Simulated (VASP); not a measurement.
# CuAu (P4/mmm) in VASP: single point with PBE

Aim: the single point of CuAu with PBE.

All numbers are computed with VASP 6.6.1; they aren't measurements. Logs are shortened: lines on timing, memory, paths and dates and some standing lists are left out, and cuts for length are marked.

## 1. The cell of the first run

Symmetry: P4/mmm, No. 123, tetragonal system. Conventional cell: a = 2.800 Å, b = 2.800 Å, c = 3.670 Å, α = 90.00°, β = 90.00°, γ = 90.00°. Cu (site symmetry 4/mmm) has 8 Au at 2.70 Å and 4 Cu at 2.80 Å within 3.6 Å. Au (site symmetry 4/mmm) has 8 Cu at 2.70 Å and 4 Au at 2.80 Å within 3.6 Å.

## 2. Single point, PBE

The input, INCAR:

```
SYSTEM = CuAu
PREC = Accurate
ENCUT = 520
EDIFF = 1E-6
ISMEAR = 0
SIGMA = 0.15
LREAL = .False.
LASPH = .True.
NELM = 60
ALGO = Fast
ISIF = 2
LWAVE = .False.
LCHARG = .False.
GGA = PE
NBANDS = 18
```

The input, KPOINTS:

```
Automatic mesh
0
Gamma
  18 18 14
  0 0 0
```

The input, POSCAR:

```
CuAu
1.0
    2.8000000000      0.0000000000      0.0000000000
    0.0000000000      2.8000000000      0.0000000000
    0.0000000000      0.0000000000      3.6700000000
Cu Au
1 1
Direct
    0.5000000000      0.5000000000      0.5000000000
    0.0000000000      0.0000000000      0.0000000000
```

Potentials or basis: VASP PAW PBE potentials, release 64 (Cu, Au).

The run is started by

```sh
$ cat potpaw_PBE.64/Cu/POTCAR potpaw_PBE.64/Au/POTCAR > POTCAR
$ mpirun -np 1 vasp_std > vasp.out
```

OUTCAR:

```text
SYSTEM = CuAu
   PREC = Accurate
   ENCUT = 520
   EDIFF = 1E-6
   ISMEAR = 0
   LREAL = .False.
   LASPH = .True.
   NELM = 60
   ISIF = 2
   GGA = PE

 ion  position               nearest neighbor table
   1  0.500  0.500  0.500-   2 2.70   2 2.70   2 2.70   2 2.70   2 2.70   2 2.70   2 2.70   2 2.70

   2  0.000  0.000  0.000-   1 2.70   1 2.70   1 2.70   1 2.70   1 2.70   1 2.70   1 2.70   1 2.70

  LATTYP: Found a simple tetragonal cell.
 ALAT       =     2.8000000000
 C/A-ratio  =     1.3107142857

  Lattice vectors:

 A1 = (   2.8000000000,   0.0000000000,   0.0000000000)
 A2 = (   0.0000000000,   2.8000000000,   0.0000000000)
 A3 = (   0.0000000000,   0.0000000000,   3.6700000000)

Analysis of symmetry for initial positions (statically):
=====================================================================
 Subroutine PRICEL returns:
 Original cell was already a primitive cell.

 Routine SETGRP: Setting up the symmetry group for a
 simple tetragonal supercell.

 Subroutine GETGRP returns: Found 16 space group operations
 (whereof 16 operations were pure point group operations)
 out of a pool of 16 trial point group operations.

The static configuration has the point symmetry D_4h.

Analysis of symmetry for dynamics (positions and initial velocities):
=====================================================================
 Subroutine PRICEL returns:
 Original cell was already a primitive cell.

 Routine SETGRP: Setting up the symmetry group for a
 simple tetragonal supercell.

 Subroutine GETGRP returns: Found 16 space group operations
 (whereof 16 operations were pure point group operations)
 out of a pool of 16 trial point group operations.

The dynamic configuration has the point symmetry D_4h.

 Subroutine INISYM returns: Found 16 space group operations
 (whereof 16 operations are pure point group operations),
 and found     1 'primitive' translations

----------------------------------------------------------------------------------------

                                     Primitive cell

  volume of cell :      28.7728

  direct lattice vectors                    reciprocal lattice vectors
     2.800000000  0.000000000  0.000000000     0.357142857  0.000000000  0.000000000
     0.000000000  2.800000000  0.000000000     0.000000000  0.357142857  0.000000000
     0.000000000  0.000000000  3.670000000     0.000000000  0.000000000  0.272479564

  length of vectors
     2.800000000  2.800000000  3.670000000     0.357142857  0.357142857  0.272479564

  position of ions in fractional coordinates (direct lattice)
     0.500000000  0.500000000  0.500000000
[... 81 lines left out ...]
   NSW    =      0    number of steps for IOM
   IBRION =     -1    ionic relax: 0-MD 1-quasi-New 2-CG
   NFREE  =      0    steps in history (QN), initial steepest desc. (CG)
   ISIF   =      2    stress and relaxation
   ISYM   =      2    0-nonsym 1-usesym 2-fastsym
   POTIM  = 0.5000    time-step for ionic-motion
   TEBEG  =    0.0;   TEEND  =   0.0 temperature during run
   PSTRESS=    0.0 pullay stress
   NELECT =      22.0000    total number of electrons
   NUPDOWN=      -1.0000    fix difference up-down
   EMIN   =  10.00;   EMAX   =-10.00  energy-range for DOS
   EFERMI =   0.00;   METHOD = LEGACY
   ISMEAR =     0;   SIGMA  =   0.15  broadening in eV -4-tet -1-fermi 0-gaus
   EFERMI_NEDOS =   21; number of points for ismear=-14 and -15
   IALGO  =     68    algorithm
   IMIX   =      4    mixing-type and parameters
     AMIX     =   0.40;   BMIX     =  1.00
     AMIX_MAG =   1.60;   BMIX_MAG =  1.00
  volume/ion in A,a.u.               =      14.39        97.08
  Fermi-wavevector in a.u.,A,eV,Ry     =   1.497000  2.828919 30.490762  2.241008
  Thomas-Fermi vector in A             =   2.608944
   LORBIT       =      0    0 simple, 1 ext, 2 COOP (PROOUT), +10 PAW based schemes
   GGA     = PE    functional components
   LHFCALC =     F    Hartree Fock is set to
   AEXX    =    0.0000 exact exchange contribution
   IVDW    =     0    specifies the selected vdW correction
   LEPSILON=     F    determine dielectric tensor
   LRPA    =     F    only Hartree local field effects (RPA)
 non-spin polarized calculation
 RMM-DIIS sequential band-by-band and
 Gauss-broadening in eV      SIGMA  =   0.15
  energy-cutoff  :      520.00
  volume of cell :       28.77
 maximum number of plane-waves:       800
 NGX is ok and might be reduce to    24
   NGX = 11   NGY = 11   NGZ = 13

 number of electron      22.0000009 magnetization

 Free energy of the ion-electron system (eV)
  ---------------------------------------------------
  ext. energy  EPLUGINS =         0.00000000
  ---------------------------------------------------
  free energy    TOTEN  =        -7.04107956 eV

  energy without entropy =       -7.03395919  energy(sigma->0) =       -7.03751937

 E-fermi :   8.9281     XC(G=0): -12.7333

 val. band max:        8.9242138526   @ k =   0.5000   0.1667   0.0714
 cond. band min:       8.9293294978   @ k =   0.4444   0.1111   0.5000
 fundamental gap:      0.0051156452
 Fermi energy:         8.9281209028

 k-point     1 :       0.0000    0.0000    0.0000
  band No.  band energies     occupation
      1      -0.9726      2.00000
      2       2.2127      2.00000
      3       2.3685      2.00000
      4       4.7995      2.00000
      5       4.7995      2.00000
      6       5.8807      2.00000
[... 481 lines left out ...]
      5       4.8502      2.00000
      6       5.0057      2.00000
[... 10 lines left out ...]
     17      23.4771      0.00000
     18      26.3830      0.00000

 [... further k-points ...]

------------------------ aborting loop because EDIFF is reached ----------------------------------------

  FORCE on cell =-STRESS in cart. coord.  units (eV):
  Direction    XX          YY          ZZ          XY          YZ          ZX
  --------------------------------------------------------------------------------------
  -------------------------------------------------------------------------------------
  Total        1.3091859      1.3091859      1.1187460      0.0000000     -0.0000000      0.0000000
  in kB       72.9003764     72.9003764     62.2959706      0.0000000     -0.0000000      0.0000000
  external PRESSURE =      69.3655745 kB  Pullay stress =       0.0000000 kB

 VOLUME and BASIS-vectors are now :
 -----------------------------------------------------------------------------
  energy-cutoff  :      520.00
  volume of cell :       28.77
      direct lattice vectors                 reciprocal lattice vectors
     2.800000000  0.000000000  0.000000000     0.357142857  0.000000000  0.000000000
     0.000000000  2.800000000  0.000000000     0.000000000  0.357142857  0.000000000
     0.000000000  0.000000000  3.670000000     0.000000000  0.000000000  0.272479564

 POSITION                                       TOTAL-FORCE (eV/Angst)
 -----------------------------------------------------------------------------------
      1.40000      1.40000      1.83500         0.000000      0.000000      0.000000
      0.00000      0.00000      0.00000         0.000000      0.000000      0.000000
 -----------------------------------------------------------------------------------
    total drift:                                0.000000      0.000000     -0.000000

  FREE ENERGIE OF THE ION-ELECTRON SYSTEM (eV)
  ---------------------------------------------------
  free  energy   TOTEN  =        -7.0410795583 eV

  energy  without entropy=       -7.0339591864  energy(sigma->0) =       -7.03751937
```

stdout:

```text
POSCAR found type information on POSCAR CuAu
 POSCAR found :  2 types and       2 ions
 scaLAPACK will be used
 LDA part: xc-table for (Slater+PW92), standard interpolation
 POSCAR, INCAR and KPOINTS ok, starting setup
 FFT: planning ... GRIDC
 FFT: planning ... GRID_SOFT
 FFT: planning ... GRID
 WAVECAR not read
 entering main loop
WARNING in EDDRMM: call to ZHEGV failed, returncode =   6  3     18
WARNING in EDDRMM: call to ZHEGV failed, returncode =   6  3     17
WARNING in EDDRMM: call to ZHEGV failed, returncode =   6  3     15
WARNING in EDDRMM: call to ZHEGV failed, returncode =   6  3     17
```

It took 5.2 min on 1 thread of AMD EPYC 7R43 (Zen 3), shared host; peak memory 0.3 GiB.

What came out:

- Free energy: -7.0411 eV
- Pressure: 6.9 GPa
- Band gap on the k mesh: zero (band 11 reaches 14.33 eV, above the bottom of band 12 at 6.90 eV)

Stress tensor (GPa, compression positive):
```
7.29 0.00 0.00
0.00 7.29 0.00
0.00 0.00 6.23
```

Caveat: spin-orbit coupling is left out, which moves the levels of the heavy elements.
